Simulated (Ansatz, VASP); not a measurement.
BiTe: VASP beside Ansatz

```
Bi Te
1.0
     2.42271    1.39875    3.48316
    -2.42271    1.39875    3.48316
     0.00000   -2.79750    3.48316
Bi Te
1 1
Direct
  0.50000 0.50000 0.50000
  0.00000 0.00000 0.00000
```

Change from the starting cell: strain +0.000 along x and y, +0.050 along z, atoms carried along.

Alike in both runs: task single point; functional r2SCAN; k mesh 12 × 12 × 12; occupations gaussian, width 0.15 eV; no spin polarisation.

|  | VASP | Ansatz |
| --- | --- | --- |
| version | VASP 6.6.1 | Ansatz 0.2.0 |
| potentials or method | VASP PAW PBE potentials, release 64 (Bi_d, Te), cutoff 520 eV | scalar-relativistic, plane waves, PAW |
| valence electrons in the cell | 21 | 31 |

```tsv
	VASP	Ansatz	Ansatz less VASP
gap on the k mesh at the Fermi level (eV)	none	none	-
pressure (GPa)	-2.6	-2.5	+0.03
traceless stress, the component that is largest in VASP (GPa)	0.17	0.16	-0.007
```

VASP's potentials were made for PBE, not for r2SCAN. A gap of «none» marks a metal or a gap that the smearing closes. The functional is the same, so the differences come from potentials, cutoffs and numerics. VASP's potentials hold 21 valence electrons a cell and Ansatz's 31, so a difference there can come from the potentials and not from the codes.

Spin-orbit coupling is off throughout.
